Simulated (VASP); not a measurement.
# Na (P-3m1) in VASP: further runs

Na is run at these levels: PBE; tasks: single point.

Program: VASP 6.6.1. These are calculated values, not measurements. Logs are shortened: lines on timing, memory, paths and dates and some standing lists are left out, and cuts for length are marked.

### 1 The cell of the first run

The structure is trigonal, space group P-3m1 (No. 164). Conventional cell: a = 3.745 Å, b = 3.745 Å, c = 6.103 Å, α = 90.00°, β = 90.00°, γ = 120.00°. Within 4.0 Å of Na (site symmetry 3m) lie 9 Na at 3.03 to 3.74 Å.

### 2 Single point, PBE (mode 4 frozen in at +0.000 Å and mode 6 at -0.463 Å (largest displacements))

File INCAR:

```
SYSTEM = Na
ALGO = Fast
EDIFF = 1E-6
ENCUT = 520
GGA = PE
ISIF = 2
ISMEAR = 0
LASPH = .True.
LCHARG = .True.
LELF = .True.
LREAL = .False.
LVHAR = .True.
LWAVE = .False.
NBANDS = 14
NELM = 80
PREC = Accurate
SIGMA = 0.15
```

File KPOINTS:

```
k-points
0
Gamma
  15 15 8
  0 0 0
```

File POSCAR:

```
Na
1.0
    3.7449956804      0.0000000000      0.0000000000
   -1.8724978402      3.2432613963      0.0000000000
    0.0000000000      0.0000000000      6.1030356778
Na
2
Direct
    0.3333333333      0.6666666667      0.1741361145
    0.6666666667      0.3333333333      0.8258638855
```

Potentials or basis: VASP PAW PBE potentials, release 64 (Na_pv).

Command:

```sh
cat potpaw_PBE.64/Na_pv/POTCAR > POTCAR
mpirun -np 1 vasp_std > vasp.out
```

OUTCAR:

```text
SYSTEM = Na
   EDIFF = 1E-6
   ENCUT = 520
   GGA = PE
   ISIF = 2
   ISMEAR = 0
   LASPH = .True.
   LREAL = .False.
   NELM = 80
   PREC = Accurate

 ion  position               nearest neighbor table
   1  0.333  0.667  0.174-
   2  0.667  0.333  0.826-

  LATTYP: Found a hexagonal cell.
 ALAT       =     3.7449956804
 C/A-ratio  =     1.6296509258

  Lattice vectors:

 A1 = (   3.7449956804,   0.0000000000,   0.0000000000)
 A2 = (  -1.8724978402,   3.2432613963,   0.0000000000)
 A3 = (   0.0000000000,   0.0000000000,   6.1030356778)

Analysis of symmetry for initial positions (statically):
=====================================================================
 Subroutine PRICEL returns:
 Original cell was already a primitive cell.

 Routine SETGRP: Setting up the symmetry group for a
 hexagonal supercell.

 Subroutine GETGRP returns: Found 12 space group operations
 (whereof 12 operations were pure point group operations)
 out of a pool of 24 trial point group operations.

The static configuration has the point symmetry D_3d.

Analysis of symmetry for dynamics (positions and initial velocities):
=====================================================================
 Subroutine PRICEL returns:
 Original cell was already a primitive cell.

 Routine SETGRP: Setting up the symmetry group for a
 hexagonal supercell.

 Subroutine GETGRP returns: Found 12 space group operations
 (whereof 12 operations were pure point group operations)
 out of a pool of 24 trial point group operations.

The dynamic configuration has the point symmetry D_3d.

 Subroutine INISYM returns: Found 12 space group operations
 (whereof 12 operations are pure point group operations),
 and found     1 'primitive' translations

----------------------------------------------------------------------------------------

                                     Primitive cell

  volume of cell :      74.1275

  direct lattice vectors                    reciprocal lattice vectors
     3.744995680  0.000000000  0.000000000     0.267023005  0.154165804  0.000000000
    -1.872497840  3.243261396  0.000000000     0.000000000  0.308331608  0.000000000
     0.000000000  0.000000000  6.103035678     0.000000000  0.000000000  0.163852884

  length of vectors
     3.744995680  3.744995680  6.103035678     0.308331608  0.308331608  0.163852884

  position of ions in fractional coordinates (direct lattice)
     0.333333333  0.666666667  0.174136115
     0.666666667  0.333333333  0.825863885

  ion indices of the primitive-cell ions
   primitive index   ion index
                 1           1
                 2           2

----------------------------------------------------------------------------------------

 KPOINTS: k-points

Automatic generation of k-mesh.
 Grid dimensions read from file:
 generate k-points for:   15   15    8

 Generating k-lattice:

  Cartesian coordinates                     Fractional coordinates (reciprocal lattice)
     0.017801534  0.010277720  0.000000000     0.066666667  0.000000000  0.000000000
     0.000000000  0.020555441  0.000000000     0.000000000  0.066666667  0.000000000
     0.000000000  0.000000000  0.020481611     0.000000000  0.000000000  0.125000000

  Length of vectors
     0.020555441  0.020555441  0.020481611

  Shift w.r.t. Gamma in fractional coordinates (k-lattice)
     0.000000000  0.000000000  0.000000000

 Subroutine IBZKPT returns following result:
 ===========================================

 Found    192 irreducible k-points:

 Following reciprocal coordinates:
            Coordinates               Weight
  0.000000  0.000000  0.000000      1.000000
  0.066667  0.000000  0.000000      6.000000
  0.133333  0.000000  0.000000      6.000000
  0.200000  0.000000  0.000000      6.000000
  0.266667  0.000000  0.000000      6.000000
  0.333333  0.000000  0.000000      6.000000
[... 16 lines left out ...]
  0.333333  0.200000  0.000000     12.000000
  0.400000  0.200000  0.000000      6.000000
 [... further k-points ...]
   k-points           NKPTS =    192   k-points in BZ     NKDIM =    192   number of bands    NBANDS=     14
   number of dos      NEDOS =    301   number of ions     NIONS =      2
   total plane-waves  NPLWV =  37632
   dimension x,y,z NGX =    28 NGY =   28 NGZ =   48
   dimension x,y,z NGXF=    56 NGYF=   56 NGZF=   96
   ions per type =               2
   NGX,Y,Z   is equivalent  to a cutoff of  12.43, 12.43, 13.08 a.u.
   NGXF,Y,Z  is equivalent  to a cutoff of  24.86, 24.86, 26.15 a.u.
 SYSTEM =  Na
   PREC   = accura    normal or accurate (medium, high low for compatibility)
   ISTART =      0    job   : 0-new  1-cont  2-samecut
   ICHARG =      2    charge: 1-file 2-atom 10-const
   ISPIN  =      1    spin polarized calculation?
   LNONCOLLINEAR =      F non collinear calculations
   LSORBIT =      F    spin-orbit coupling
   LASPH  =      T    aspherical Exc in radial PAW
   ENCUT  =  520.0 eV  38.22 Ry    6.18 a.u.   6.96  6.96 11.35*2*pi/ulx,y,z
   NELM   =     80;   NELMIN=  2; NELMDL= -5     # of ELM steps
   EDIFF  = 0.1E-05   stopping-criterion for ELM
   LREAL  =      F    real-space projection
   EDIFFG = 0.1E-04   stopping-criterion for IOM
   NSW    =      0    number of steps for IOM
   IBRION =     -1    ionic relax: 0-MD 1-quasi-New 2-CG
   NFREE  =      0    steps in history (QN), initial steepest desc. (CG)
   ISIF   =      2    stress and relaxation
   ISYM   =      2    0-nonsym 1-usesym 2-fastsym
   POTIM  = 0.5000    time-step for ionic-motion
   TEBEG  =    0.0;   TEEND  =   0.0 temperature during run
   PSTRESS=    0.0 pullay stress
   NELECT =      14.0000    total number of electrons
   NUPDOWN=      -1.0000    fix difference up-down
   EMIN   =  10.00;   EMAX   =-10.00  energy-range for DOS
   EFERMI =   0.00;   METHOD = LEGACY
   ISMEAR =     0;   SIGMA  =   0.15  broadening in eV -4-tet -1-fermi 0-gaus
   EFERMI_NEDOS =   21; number of points for ismear=-14 and -15
   IALGO  =     68    algorithm
   IMIX   =      4    mixing-type and parameters
     AMIX     =   0.40;   BMIX     =  1.00
     AMIX_MAG =   1.60;   BMIX_MAG =  1.00
  volume/ion in A,a.u.               =      37.06       250.12
  Fermi-wavevector in a.u.,A,eV,Ry     =   0.939271  1.774966 12.003479  0.882231
  Thomas-Fermi vector in A             =   2.066567
   LORBIT       =      0    0 simple, 1 ext, 2 COOP (PROOUT), +10 PAW based schemes
   GGA     = PE    functional components
   LHFCALC =     F    Hartree Fock is set to
   AEXX    =    0.0000 exact exchange contribution
   IVDW    =     0    specifies the selected vdW correction
   LEPSILON=     F    determine dielectric tensor
   LRPA    =     F    only Hartree local field effects (RPA)
 non-spin polarized calculation
 RMM-DIIS sequential band-by-band and
 Gauss-broadening in eV      SIGMA  =   0.15
  energy-cutoff  :      520.00
  volume of cell :       74.13
 maximum number of plane-waves:      2016
   NGX = 13   NGY = 13   NGZ = 23

 number of electron      14.0000001 magnetization

 Free energy of the ion-electron system (eV)
  ---------------------------------------------------
  ext. energy  EPLUGINS =         0.00000000
  ---------------------------------------------------
  free energy    TOTEN  =        -2.28163491 eV

  energy without entropy =       -2.27067385  energy(sigma->0) =       -2.27615438

 E-fermi :   0.3469     XC(G=0):  -6.4135

 val. band max:        0.3423615332   @ k =   0.2000   0.0667   0.2500
 cond. band min:       0.3615031128   @ k =   0.0000   0.0667   0.1250
 fundamental gap:      0.0191415796
 Fermi energy:         0.3469183152

 k-point     1 :       0.0000    0.0000    0.0000
  band No.  band energies     occupation
      1     -24.7477      2.00000
      2     -24.6867      2.00000
      3     -24.6867      2.00000
      4     -24.6560      2.00000
      5     -24.6521      2.00000
      6     -24.6521      2.00000
      7      -3.0179      2.00000
      8       1.1792      0.00000
      9       1.2170      0.00000
     10       9.9653      0.00000
     11       9.9653      0.00000
     12      10.3820      0.00000
     13      10.3820      0.00000
     14      10.8679      0.00000

 k-point     2 :       0.0667    0.0000    0.0000
  band No.  band energies     occupation
      1     -24.7474      2.00000
      2     -24.6895      2.00000
      3     -24.6873      2.00000
      4     -24.6549      2.00000
      5     -24.6528      2.00000
      6     -24.6520      2.00000
      7      -2.9519      2.00000
      8       1.2381      0.00000
      9       1.2796      0.00000
     10       8.7828      0.00000
     11       9.4309      0.00000
     12       9.8778      0.00000
     13      10.9874      0.00000
     14      11.4485      0.00000

 k-point     3 :       0.1333    0.0000    0.0000
  band No.  band energies     occupation
      1     -24.7464      2.00000
      2     -24.6967      2.00000
      3     -24.6892      2.00000
      4     -24.6552      2.00000
      5     -24.6520      2.00000
      6     -24.6518      2.00000
      7      -2.7545      2.00000
      8       1.4149      0.00000
      9       1.4660      0.00000
     10       7.2997      0.00000
     11       8.8259      0.00000
     12       9.1431      0.00000
     13      11.1436      0.00000
     14      11.5711      0.00000

 k-point     4 :       0.2000    0.0000    0.0000
  band No.  band energies     occupation
      1     -24.7452      2.00000
      2     -24.7058      2.00000
      3     -24.6919      2.00000
      4     -24.6576      2.00000
      5     -24.6514      2.00000
      6     -24.6503      2.00000
      7      -2.4276      2.00000
      8       1.7094      0.00000
      9       1.7707      0.00000
     10       5.8848      0.00000
     11       8.3137      0.00000
     12       8.4036      0.00000
     13       9.7030      0.00000
     14      10.5484      0.00000

 k-point     5 :       0.2667    0.0000    0.0000
  band No.  band energies     occupation
      1     -24.7439      2.00000
      2     -24.7153      2.00000
      3     -24.6949      2.00000
      4     -24.6597      2.00000
      5     -24.6512      2.00000
      6     -24.6498      2.00000
      7      -1.9739      2.00000
      8       2.1205      0.00000
      9       2.1771      0.00000
     10       4.5787      0.00000
     11       7.6422      0.00000
[... 276 lines left out ...]
 k-point    22 :       0.2667    0.2000    0.0000
  band No.  band energies     occupation
      1     -24.7406      2.00000
      2     -24.7268      2.00000
      3     -24.7084      2.00000
      4     -24.6567      2.00000
      5     -24.6548      2.00000
      6     -24.6510      2.00000
      7      -0.6412      2.00000
      8       2.7929      0.00000
      9       3.2974      0.00000
     10       3.4885      0.00000
     11       4.4228      0.00000
     12       6.9101      0.00000
     13       7.3511      0.00000
     14       7.9152      0.00000

 k-point    23 :       0.3333    0.2000    0.0000
  band No.  band energies     occupation
      1     -24.7385      2.00000
      2     -24.7314      2.00000
      3     -24.7109      2.00000
      4     -24.6572      2.00000
      5     -24.6542      2.00000
      6     -24.6521      2.00000
      7       0.1001      1.98005
      8       1.9010      0.00000
      9       3.4696      0.00000
     10       4.0866      0.00000
     11       4.6516      0.00000
     12       5.8640      0.00000
     13       6.4621      0.00000
     14       7.6980      0.00000

 k-point    24 :       0.4000    0.2000    0.0000
  band No.  band energies     occupation
      1     -24.7365      2.00000
      2     -24.7344      2.00000
      3     -24.7117      2.00000
      4     -24.6575      2.00000
      5     -24.6534      2.00000
      6     -24.6530      2.00000
      7       0.8495      0.00000
      8       1.0642      0.00000
      9       3.4894      0.00000
     10       4.8674      0.00000
     11       4.8728      0.00000
     12       5.0858      0.00000
     13       5.9309      0.00000
     14       7.6317      0.00000

 [... further k-points ...]
[... 5 lines left out ...]
  --------------------------------------------------------------------------------------
  -------------------------------------------------------------------------------------
  Total        0.6583661      0.6583661      0.9641020      0.0000000      0.0000000      0.0000000
  in kB       14.2298020     14.2298020     20.8379205      0.0000000      0.0000000      0.0000000
  external PRESSURE =      16.4325082 kB  Pullay stress =       0.0000000 kB

 VOLUME and BASIS-vectors are now :
 -----------------------------------------------------------------------------
  energy-cutoff  :      520.00
  volume of cell :       74.13
      direct lattice vectors                 reciprocal lattice vectors
     3.744995680  0.000000000  0.000000000     0.267023005  0.154165804  0.000000000
    -1.872497840  3.243261396  0.000000000     0.000000000  0.308331608  0.000000000
     0.000000000  0.000000000  6.103035678     0.000000000  0.000000000  0.163852884

 POSITION                                       TOTAL-FORCE (eV/Angst)
 -----------------------------------------------------------------------------------
     -0.00000      2.16217      1.06276         0.000000      0.000000      0.826912
      1.87250      1.08109      5.04028         0.000000      0.000000     -0.826912
 -----------------------------------------------------------------------------------
    total drift:                                0.000000     -0.000000      0.000000

  FREE ENERGIE OF THE ION-ELECTRON SYSTEM (eV)
  ---------------------------------------------------
  free  energy   TOTEN  =        -2.2816349087 eV

  energy  without entropy=       -2.2706738461  energy(sigma->0) =       -2.27615438
```

Wall time 66 s (1 thread of Intel Xeon 6975P-C (Granite Rapids), shared host); peak memory 0.28 GiB.

What came out:

```
Free energy            : -2.2816 eV
Pressure               : 1.6 GPa
Largest force          : 0.827 eV/Å
Band gap on the k mesh : zero (band 7 reaches 1.90 eV, above the bottom of band 8 at -1.32 eV)
```

Forces on the atoms (eV/Å):
```
Na   0.000  0.000  0.827
Na   0.000  0.000 -0.827
```

Levels at points of the mesh, in eV from the Fermi level:
```csv
k point,band 3,band 4,band 5,band 6,band 7,band 8,band 9,band 10,band 11,band 12
"(0.00, 0.00, 0.00)",-25.03,-25.00,-25.00,-25.00,-3.36,0.83,0.87,9.62,9.62,10.04
"(0.00, 0.00, 0.50)",-25.03,-25.01,-25.00,-25.00,-2.78,-1.67,5.53,5.55,9.89,9.89
```

Caveat: the cell differs from its parent crystal (mode 4 frozen in at +0.000 Å and mode 6 at -0.463 Å (largest displacements)).

### 3 Single point, PBE (mode 4 frozen in at +0.000 Å and mode 6 at -0.154 Å (largest displacements))

File INCAR:

```
SYSTEM = Na
PREC = Accurate ; ENCUT = 520
EDIFF = 1E-6 ; ISMEAR = 0
SIGMA = 0.15 ; LREAL = .FALSE.
LASPH = .TRUE. ; NELM = 80
ALGO = Fast ; ISIF = 2
LWAVE = .FALSE. ; LCHARG = .FALSE.
GGA = PE ; NBANDS = 14
```

File KPOINTS:

```
Automatic mesh
0
G
  15 15 8
  0 0 0
```

File POSCAR:

```
Na
1.0
    3.7449956804      0.0000000000      0.0000000000
   -1.8724978402      3.2432613963      0.0000000000
    0.0000000000      0.0000000000      6.1030356778
Na
2
Direct
    0.3333333333      0.6666666667      0.2247174999
    0.6666666667      0.3333333333      0.7752825001
```

Potentials or basis: VASP PAW PBE potentials, release 64 (Na_pv).

Command:

```sh
cat potpaw_PBE.64/Na_pv/POTCAR > POTCAR
mpirun -np 1 vasp_std > vasp.out
```

It took 77 s on 1 thread of Intel Xeon 6975P-C (Granite Rapids), shared host; peak memory 0.27 GiB.

It converged, with:

- Free energy: -2.5931 eV
- Pressure: 0.3 GPa
- Largest force: 0.226 eV/Å
- Band gap on the k mesh: zero (band 7 reaches 2.34 eV, above the bottom of band 8 at -1.72 eV)

Forces in eV/Å, atoms in the order of the input:
```
Na   0.000  0.000  0.226
Na   0.000  0.000 -0.226
```

Stress tensor (GPa, compression positive):
```
0.22 0.00 0.00
0.00 0.22 0.00
0.00 0.00 0.33
```

Levels at points of the mesh, in eV from the Fermi level:
| k point | band 5 | band 6 | band 7 | band 8 | band 9 | band 10 |
| --- | --- | --- | --- | --- | --- | --- |
| (0.00, 0.00, 0.00) | -24.91 | -24.91 | -3.29 | 0.59 | 0.96 | 9.92 |
| (0.00, 0.00, 0.50) | -24.91 | -24.91 | -2.44 | -2.05 | 5.53 | 5.56 |

Caveat: the cell differs from its parent crystal (mode 4 frozen in at +0.000 Å and mode 6 at -0.154 Å (largest displacements)).
